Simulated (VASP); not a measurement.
# Zn4HO4 in VASP: a series of runs

The runs below take Zn4HO4 through single point, with LDA.

Everything below comes from runs of VASP 6.6.1. Logs are shortened: lines on timing, memory, paths and dates and some standing lists are left out, and cuts for length are marked.

## 1. The cell of the first run

The cell holds a slab with vacuum, 9 atoms: a = 3.187 Å, b = 3.187 Å, c = 23.687 Å, α = 90.00°, β = 90.00°, γ = 120.00°.

## 2. Single point, LDA, collinear spin

File INCAR:

```
SYSTEM = Zn4HO4
PREC = Accurate
ENCUT = 520
EDIFF = 1E-6
ISMEAR = 0
SIGMA = 0.05
LREAL = .FALSE.
LASPH = .TRUE.
NELM = 200
ALGO = Normal
ISIF = 2
LWAVE = .FALSE.
LCHARG = .FALSE.
ISPIN = 2
MAGMOM = 0 0 0 0 0 0 0 0 1
LORBIT = 11
LDIPOL = .TRUE.
IDIPOL = 3
DIPOL = 0.5 0.5 0.371
NBANDS = 50
GGA_COMPAT = .FALSE.
NELMDL = -8
KPAR = 4
```

File KPOINTS:

```
Automatic mesh
0
G
  9 9 1
  0 0 0
```

File POSCAR:

```
Zn4HO4
1.0
    3.1873336251      0.0000000000      0.0000000000
   -1.5936668126      2.7603118897      0.0000000000
    0.0000000000      0.0000000000     23.6871766474
O Zn H
4 4 1
Direct
    0.3333333333      0.6666666667      0.1688677405
    0.6666666667      0.3333333333      0.2776361956
    0.3333333333      0.6666666667      0.3900077075
    0.6666666667      0.3333333333      0.4989401734
    0.6666666667      0.3333333333      0.1953153449
    0.3333333333      0.6666666667      0.3040838000
    0.6666666667      0.3333333333      0.4102106352
    0.3333333333      0.6666666667      0.5145052460
    0.3333333333      0.8333333333      0.5825291085
```

Potentials or basis: VASP PAW LDA potentials, release 64 (O, Zn, H).

Launch:

```sh
cat potpaw_LDA.64/O/POTCAR potpaw_LDA.64/Zn/POTCAR potpaw_LDA.64/H/POTCAR > POTCAR
mpirun -np 4 vasp_std > vasp.out
```

OUTCAR:

```text
SYSTEM = Zn4HO4
   PREC = Accurate
   ENCUT = 520
   EDIFF = 1E-6
   ISMEAR = 0
   LREAL = .FALSE.
   LASPH = .TRUE.
   NELM = 200
   ISIF = 2
   ISPIN = 2
   LORBIT = 11
   NELMDL = -8

 ion  position               nearest neighbor table
   1  0.333  0.667  0.169-   5 1.94   5 1.94   5 1.94
   2  0.667  0.333  0.278-   6 1.94   6 1.94   6 1.94   5 1.95
   3  0.333  0.667  0.390-   7 1.90   7 1.90   7 1.90   6 2.04
   4  0.667  0.333  0.499-   8 1.88   8 1.88   8 1.88   7 2.10
   5  0.667  0.333  0.195-   1 1.94   1 1.94   1 1.94   2 1.95
   6  0.333  0.667  0.304-   2 1.94   2 1.94   2 1.94   3 2.04
   7  0.667  0.333  0.410-   3 1.90   3 1.90   3 1.90   4 2.10
   8  0.333  0.667  0.515-   9 1.70   4 1.88   4 1.88   4 1.88
   9  0.333  0.833  0.583-   8 1.70

  LATTYP: Found a hexagonal cell.
 ALAT       =     3.1873336251
 C/A-ratio  =     7.4316590083

  Lattice vectors:

 A1 = (   3.1873336251,   0.0000000000,   0.0000000000)
 A2 = (  -1.5936668126,   2.7603118897,   0.0000000000)
 A3 = (   0.0000000000,   0.0000000000,  23.6871766474)

Analysis of symmetry for initial positions (statically):
=====================================================================
 Subroutine PRICEL returns:
 Original cell was already a primitive cell.

 Routine SETGRP: Setting up the symmetry group for a
 hexagonal supercell.

 Subroutine GETGRP returns: Found  1 space group operations
 (whereof  1 operations were pure point group operations)
 out of a pool of 24 trial point group operations.

The static configuration has the point symmetry C_1 .

Analysis of symmetry for dynamics (positions and initial velocities):
=====================================================================
 Subroutine PRICEL returns:
 Original cell was already a primitive cell.

 Routine SETGRP: Setting up the symmetry group for a
 hexagonal supercell.

 Subroutine GETGRP returns: Found  1 space group operations
 (whereof  1 operations were pure point group operations)
 out of a pool of 24 trial point group operations.

The dynamic configuration has the point symmetry C_1 .

Analysis of structural, dynamic, and magnetic symmetry:
=====================================================================
 Subroutine PRICEL returns:
 Original cell was already a primitive cell.

 Routine SETGRP: Setting up the symmetry group for a
 hexagonal supercell.

 Subroutine GETGRP returns: Found  1 space group operations
 (whereof  1 operations were pure point group operations)
 out of a pool of 24 trial point group operations.

The overall configuration has the point symmetry C_1 .

 Subroutine INISYM returns: Found  1 space group operations
 (whereof  1 operations are pure point group operations),
 and found     1 'primitive' translations

----------------------------------------------------------------------------------------

                                     Primitive cell

  volume of cell :     208.4006

  direct lattice vectors                    reciprocal lattice vectors
     3.187333625  0.000000000  0.000000000     0.313741866  0.181138951  0.000000000
    -1.593666813  2.760311890  0.000000000     0.000000000  0.362277902  0.000000000
     0.000000000  0.000000000 23.687176647     0.000000000  0.000000000  0.042216935

  length of vectors
     3.187333625  3.187333625 23.687176647     0.362277902  0.362277902  0.042216935

  position of ions in fractional coordinates (direct lattice)
     0.333333333  0.666666667  0.168867740
     0.666666667  0.333333333  0.277636196
     0.333333333  0.666666667  0.390007707
     0.666666667  0.333333333  0.498940173
     0.666666667  0.333333333  0.195315345
     0.333333333  0.666666667  0.304083800
     0.666666667  0.333333333  0.410210635
     0.333333333  0.666666667  0.514505246
     0.333333333  0.833333333  0.582529108

  ion indices of the primitive-cell ions
   primitive index   ion index
                 1           1
                 2           2
                 3           3
                 4           4
                 5           5
                 6           6
                 7           7
                 8           8
                 9           9

----------------------------------------------------------------------------------------

 KPOINTS: Automatic mesh

Automatic generation of k-mesh.
 Grid dimensions read from file:
 generate k-points for:    9    9    1

 Generating k-lattice:

  Cartesian coordinates                     Fractional coordinates (reciprocal lattice)
     0.034860207  0.020126550  0.000000000     0.111111111  0.000000000  0.000000000
     0.000000000  0.040253100  0.000000000     0.000000000  0.111111111  0.000000000
     0.000000000  0.000000000  0.042216935     0.000000000  0.000000000  1.000000000

  Length of vectors
     0.040253100  0.040253100  0.042216935

  Shift w.r.t. Gamma in fractional coordinates (k-lattice)
     0.000000000  0.000000000  0.000000000

 Subroutine IBZKPT returns following result:
 ===========================================

 Found     41 irreducible k-points:

 Following reciprocal coordinates:
            Coordinates               Weight
  0.000000  0.000000  0.000000      1.000000
  0.111111  0.000000  0.000000      2.000000
  0.000000  0.111111  0.000000      2.000000
 -0.111111  0.111111  0.000000      2.000000
  0.222222 -0.000000  0.000000      2.000000
  0.000000  0.222222  0.000000      2.000000
[... 16 lines left out ...]
  0.333333  0.111111  0.000000      2.000000
 -0.111111  0.444444  0.000000      2.000000
 [... further k-points ...]
   k-points           NKPTS =     41   k-points in BZ     NKDIM =     41   number of bands    NBANDS=     50
   number of dos      NEDOS =    301   number of ions     NIONS =      9
   total plane-waves  NPLWV = 103680
   dimension x,y,z NGX =    24 NGY =   24 NGZ =  180
   dimension x,y,z NGXF=    48 NGYF=   48 NGZF=  360
   ions per type =               4   4   1
   NGX,Y,Z   is equivalent  to a cutoff of  12.52, 12.52, 12.63 a.u.
   NGXF,Y,Z  is equivalent  to a cutoff of  25.04, 25.04, 25.27 a.u.
 SYSTEM =  Zn4HO4
   PREC   = accura    normal or accurate (medium, high low for compatibility)
   ISTART =      0    job   : 0-new  1-cont  2-samecut
   ICHARG =      2    charge: 1-file 2-atom 10-const
   ISPIN  =      2    spin polarized calculation?
   LNONCOLLINEAR =      F non collinear calculations
   LSORBIT =      F    spin-orbit coupling
   LASPH  =      T    aspherical Exc in radial PAW
   ENCUT  =  520.0 eV  38.22 Ry    6.18 a.u.   5.93  5.93 44.04*2*pi/ulx,y,z
   NELM   =    200;   NELMIN=  2; NELMDL= -8     # of ELM steps
   EDIFF  = 0.1E-05   stopping-criterion for ELM
   LREAL  =      F    real-space projection
   EDIFFG = 0.1E-04   stopping-criterion for IOM
   NSW    =      0    number of steps for IOM
   IBRION =     -1    ionic relax: 0-MD 1-quasi-New 2-CG
   NFREE  =      0    steps in history (QN), initial steepest desc. (CG)
   ISIF   =      2    stress and relaxation
   ISYM   =      2    0-nonsym 1-usesym 2-fastsym
   POTIM  = 0.5000    time-step for ionic-motion
   TEBEG  =    0.0;   TEEND  =   0.0 temperature during run
   PSTRESS=    0.0 pullay stress
   NELECT =      73.0000    total number of electrons
   NUPDOWN=      -1.0000    fix difference up-down
   EMIN   =  10.00;   EMAX   =-10.00  energy-range for DOS
   EFERMI =   0.00;   METHOD = LEGACY
   ISMEAR =     0;   SIGMA  =   0.05  broadening in eV -4-tet -1-fermi 0-gaus
   EFERMI_NEDOS =   21; number of points for ismear=-14 and -15
   IALGO  =     38    algorithm
   IMIX   =      4    mixing-type and parameters
     AMIX     =   0.40;   BMIX     =  1.00
     AMIX_MAG =   1.60;   BMIX_MAG =  1.00
  volume/ion in A,a.u.               =      23.16       156.26
  Fermi-wavevector in a.u.,A,eV,Ry     =   1.154027  2.180796 18.119957  1.331779
  Thomas-Fermi vector in A             =   2.290667
   LORBIT       =     11    0 simple, 1 ext, 2 COOP (PROOUT), +10 PAW based schemes
   GGA     = CA    functional components
   LHFCALC =     F    Hartree Fock is set to
   AEXX    =    0.0000 exact exchange contribution
   IVDW    =     0    specifies the selected vdW correction
   LEPSILON=     F    determine dielectric tensor
   LRPA    =     F    only Hartree local field effects (RPA)
 spin polarized calculation
 Gauss-broadening in eV      SIGMA  =   0.05
  energy-cutoff  :      520.00
  volume of cell :      208.40
 maximum number of plane-waves:      5658
   NGX = 11   NGY = 11   NGZ = 89

 dipolmoment           0.000000      0.000000      0.049481 electrons x Angstroem

 number of electron      72.9999967 magnetization       0.6325378

 dipolmoment           0.000000      0.000000     -0.102063 electrons x Angstroem

 Free energy of the ion-electron system (eV)
  ---------------------------------------------------
  ext. energy  EPLUGINS =         0.00000000
  ---------------------------------------------------
  free energy    TOTEN  =       -42.20975289 eV

  energy without entropy =      -42.20427442  energy(sigma->0) =      -42.20701366

 E-fermi :  -3.3072     XC(G=0):  -5.9360

 val. band max:       -3.3327468050   @ k =  -0.1111   0.3333   0.0000
 cond. band min:      -3.2745783143   @ k =   0.1111   0.1111   0.0000
 fundamental gap:      0.0581684907
 Fermi energy:        -3.3071819906

 spin component 1

 k-point     1 :       0.0000    0.0000    0.0000
  band No.  band energies     occupation
      1     -22.5566      1.00000
      2     -22.1210      1.00000
      3     -21.4849      1.00000
      4     -19.6990      1.00000
      5     -10.7163      1.00000
      6     -10.7117      1.00000
[... 40 lines left out ...]
     47       6.4155      0.00000
     48       7.6513      0.00000
[... 1171 lines left out ...]
     47       6.2553      0.00000
     48       6.5900      0.00000

 [... further k-points ...]

 spin component 2

 k-point     1 :       0.0000    0.0000    0.0000
  band No.  band energies     occupation
      1     -22.5209      1.00000
      2     -22.0284      1.00000
      3     -21.4839      1.00000
      4     -19.7027      1.00000
      5     -10.6733      1.00000
      6     -10.6679      1.00000
[... 40 lines left out ...]
     47       6.5071      0.00000
     48       7.9530      0.00000
[... 1171 lines left out ...]
     47       6.3120      0.00000
     48       6.7037      0.00000

 [... further k-points ...]

 [bands above 48 left out]

------------------------ aborting loop because EDIFF is reached ----------------------------------------

 vacuum level on the upper side and lower side of the slab       (xc-potential included)        -1.034         0.880

  FORCE on cell =-STRESS in cart. coord.  units (eV):
  Direction    XX          YY          ZZ          XY          YZ          ZX
  --------------------------------------------------------------------------------------
  -------------------------------------------------------------------------------------
  Total        0.8675024      1.5314377     -0.4574621      0.3048772     -0.3878090      0.0997988
  in kB        6.6693314     11.7736453     -3.5169545      2.3438867     -2.9814631      0.7672497
  external PRESSURE =       4.9753407 kB  Pullay stress =       0.0000000 kB

 VOLUME and BASIS-vectors are now :
 -----------------------------------------------------------------------------
  energy-cutoff  :      520.00
  volume of cell :      208.40
      direct lattice vectors                 reciprocal lattice vectors
     3.187333625  0.000000000  0.000000000     0.313741866  0.181138951  0.000000000
    -1.593666813  2.760311890  0.000000000     0.000000000  0.362277902  0.000000000
     0.000000000  0.000000000 23.687176647     0.000000000  0.000000000  0.042216935

 POSITION                                       TOTAL-FORCE (eV/Angst)
 -----------------------------------------------------------------------------------
     -0.00000      1.84021      4.00000         0.000109     -0.000088      1.380764
      1.59367      0.92010      6.57642        -0.000083     -0.000173      1.106339
     -0.00000      1.84021      9.23818        -0.000279      0.000219     -0.472199
      1.59367      0.92010     11.81848        -0.073901      0.228492     -1.759632
      1.59367      0.92010      4.62647        -0.000112      0.000103     -1.916283
     -0.00000      1.84021      7.20289         0.000001      0.000080     -0.450885
      1.59367      0.92010      9.71673        -0.001063      0.003776      0.664430
     -0.00000      1.84021     12.18718         0.032619     -0.049873      1.436239
     -0.26561      2.30026     13.79847         0.042710     -0.182535      0.011226
 -----------------------------------------------------------------------------------
    total drift:                               -0.000002      0.000008     -0.001347

  FREE ENERGIE OF THE ION-ELECTRON SYSTEM (eV)
  ---------------------------------------------------
  free  energy   TOTEN  =       -42.2097528949 eV

  energy  without entropy=      -42.2042744170  energy(sigma->0) =      -42.20701366

 vacuum level on the upper side and lower side of the slab         3.106         5.153

 total charge

# of ion       s       p       d       tot
------------------------------------------
    1        1.556   3.341   0.000   4.896
    2        1.542   3.453   0.000   4.995
    3        1.539   3.473   0.000   5.012
    4        1.546   3.469   0.000   5.015
    5        0.493   0.537   9.858  10.888
    6        0.480   0.522   9.908  10.910
    7        0.494   0.556   9.922  10.972
    8        0.542   0.599   9.889  11.030
    9        0.430   0.006   0.000   0.436
--------------------------------------------------
tot          8.622  15.957  39.577  64.156

 magnetization (x)

# of ion       s       p       d       tot
------------------------------------------
    1       -0.000  -0.002   0.000  -0.002
    2        0.000   0.000   0.000   0.000
    3       -0.000   0.002   0.000   0.002
    4        0.001   0.080   0.000   0.081
    5        0.000  -0.000  -0.001  -0.001
    6        0.000   0.000   0.000   0.000
    7       -0.000   0.003   0.004   0.006
    8        0.000   0.048   0.049   0.097
    9        0.193   0.001   0.000   0.193
--------------------------------------------------
tot          0.194   0.130   0.053   0.377
```

Run time: 5.6 min. Hardware: 4 MPI ranks of Intel Xeon 6975P-C (Granite Rapids), shared host; peak memory 0.69 GiB.

What came out:

```
Free energy                                           : -42.2098 eV
Largest force                                         : 1.916 eV/Å
Net moment                                            : 0.63 μB per cell
Site moments                                          : O -0.00, +0.00, +0.08 (each value once); Zn -0.00, +0.00, +0.01, +0.10; H +0.19 μB
Valence electrons inside the program's atomic spheres : O 4.90, 5.00, 5.01 (each value once); Zn 10.89, 10.91, 10.97, 11.03; H 0.44
```

Forces on the atoms (eV/Å):
```
O    0.000  0.000  1.381
O    0.000  0.000  1.106
O    0.000  0.000 -0.472
O   -0.074  0.228 -1.760
Zn   0.000  0.000 -1.916
Zn   0.000  0.000 -0.451
Zn  -0.001  0.004  0.664
Zn   0.033 -0.050  1.436
H    0.043 -0.183  0.011
```

Caveat: a moment this small can come from the mesh or the smearing.

## 3. Single point, LDA, collinear spin

File INCAR:

```
SYSTEM = Zn4HO4
  PREC = Accurate
  ENCUT = 520
  EDIFF = 1E-6
  ISMEAR = 0
  SIGMA = 0.05
  LREAL = .FALSE.
  LASPH = .TRUE.
  NELM = 200
  ALGO = Normal
  ISIF = 2
  LWAVE = .FALSE.
  LCHARG = .FALSE.
  ISPIN = 2
  MAGMOM = 0 0 0 0 0 0 0 0 1
  LORBIT = 11
  LDIPOL = .TRUE.
  IDIPOL = 3
  DIPOL = 0.5 0.5 0.371
  NBANDS = 50
  GGA_COMPAT = .FALSE.
  NELMDL = -8
  KPAR = 4
```

File KPOINTS:

```
regular mesh
0
G
  9 9 1
  0 0 0
```

POSCAR: that of step 2 with these lines changed.

```diff
@@ -16,2 +16,2 @@
     0.3333333333      0.6666666667      0.5145052460
-    0.3333333333      0.8333333333      0.5825291085
+    0.5000000000      1.3333333333      0.5828663355
```

Potentials or basis: VASP PAW LDA potentials, release 64 (O, Zn, H).

Launch:

```sh
cat potpaw_LDA.64/O/POTCAR potpaw_LDA.64/Zn/POTCAR potpaw_LDA.64/H/POTCAR > POTCAR
mpirun -np 4 vasp_std > vasp.out
```

OUTCAR:

```text
SYSTEM = Zn4HO4
   PREC = Accurate
   ENCUT = 520
   EDIFF = 1E-6
   ISMEAR = 0
   LREAL = .FALSE.
   LASPH = .TRUE.
   NELM = 200
   ISIF = 2
   ISPIN = 2
   LORBIT = 11
   NELMDL = -8

 ion  position               nearest neighbor table
   1  0.333  0.667  0.169-   5 1.94   5 1.94   5 1.94
   2  0.667  0.333  0.278-   6 1.94   6 1.94   6 1.94   5 1.95
   3  0.333  0.667  0.390-   7 1.90   7 1.90   7 1.90   6 2.04
   4  0.667  0.333  0.499-   8 1.88   8 1.88   8 1.88   7 2.10
   5  0.667  0.333  0.195-   1 1.94   1 1.94   1 1.94   2 1.95
   6  0.333  0.667  0.304-   2 1.94   2 1.94   2 1.94   3 2.04
   7  0.667  0.333  0.410-   3 1.90   3 1.90   3 1.90   4 2.10
   8  0.333  0.667  0.515-   4 1.88   4 1.88   4 1.88
   9  0.500  0.333  0.583-

  LATTYP: Found a hexagonal cell.
 ALAT       =     3.1873336251
 C/A-ratio  =     7.4316590083

  Lattice vectors:

[... 2706 lines left out ...]
      1.06244      0.92010     13.80646        -0.469480      0.151707     -0.002290
 -----------------------------------------------------------------------------------
    total drift:                                0.000043     -0.000003     -0.000261

  FREE ENERGIE OF THE ION-ELECTRON SYSTEM (eV)
  ---------------------------------------------------
  free  energy   TOTEN  =       -41.7821732317 eV

  energy  without entropy=      -41.7774219533  energy(sigma->0) =      -41.77979759

 vacuum level on the upper side and lower side of the slab         3.015         5.264

 total charge

# of ion       s       p       d       tot
------------------------------------------
    1        1.556   3.341   0.000   4.897
    2        1.543   3.452   0.000   4.995
    3        1.539   3.473   0.000   5.012
    4        1.555   3.462   0.000   5.016
    5        0.494   0.538   9.859  10.890
    6        0.481   0.522   9.907  10.910
    7        0.497   0.556   9.921  10.974
    8        0.508   0.531   9.904  10.943
    9        0.389   0.003   0.000   0.392
--------------------------------------------------
tot          8.561  15.877  39.592  64.030

 magnetization (x)

# of ion       s       p       d       tot
------------------------------------------
    1        0.000  -0.001   0.000  -0.001
    2        0.000  -0.001   0.000  -0.001
    3       -0.000   0.003   0.000   0.002
    4        0.005   0.074   0.000   0.079
    5        0.000  -0.000  -0.000  -0.000
    6        0.000   0.000   0.000   0.000
    7        0.001   0.005   0.004   0.010
    8       -0.005   0.007   0.014   0.016
    9        0.219   0.000   0.000   0.219
--------------------------------------------------
tot          0.219   0.088   0.017   0.324
```

Wall time 8.2 min (4 MPI ranks of Intel Xeon Platinum 8259CL at 2.50GHz (Skylake/Cascade Lake), shared host); peak memory 0.69 GiB.

What came out:

- Free energy: -41.7822 eV
- Largest force: 2.000 eV/Å
- Net moment: 0.65 μB per cell
- Site moments: O -0.00, +0.00, +0.08 (each value once); Zn -0.00, +0.00, +0.01, +0.02; H +0.22 μB
- Valence electrons inside the program's atomic spheres: O 4.90, 5.00, 5.01, 5.02; Zn 10.89, 10.91, 10.97, 10.94; H 0.39

Forces in eV/Å, atoms in the order of the input:
```
O    0.000  0.000  1.424
O    0.000  0.000  1.218
O    0.007  0.000 -0.318
O    0.374 -0.065 -1.654
Zn   0.000  0.000 -2.000
Zn   0.000  0.000 -0.584
Zn   0.012 -0.002  0.417
Zn   0.076 -0.085  1.499
H   -0.469  0.152 -0.002
```

Levels at points of the mesh, in eV from the Fermi level:
Spin up:
```tsv
k point	band 33	band 34	band 35	band 36	band 37	band 38	band 39	band 40	band 41	band 42
(0.00, 0.00, 0.00)	-0.99	-0.99	-0.54	0.44	0.44	0.82	2.20	3.25	4.79	5.81
```
Spin down:
| k point | band 32 | band 33 | band 34 | band 35 | band 36 | band 37 | band 38 | band 39 | band 40 | band 41 |
| --- | --- | --- | --- | --- | --- | --- | --- | --- | --- | --- |
| (0.00, 0.00, 0.00) | -1.33 | -0.99 | -0.99 | -0.39 | 0.44 | 0.44 | 0.98 | 2.37 | 3.33 | 4.80 |

Caveat: a moment this small can come from the mesh or the smearing.
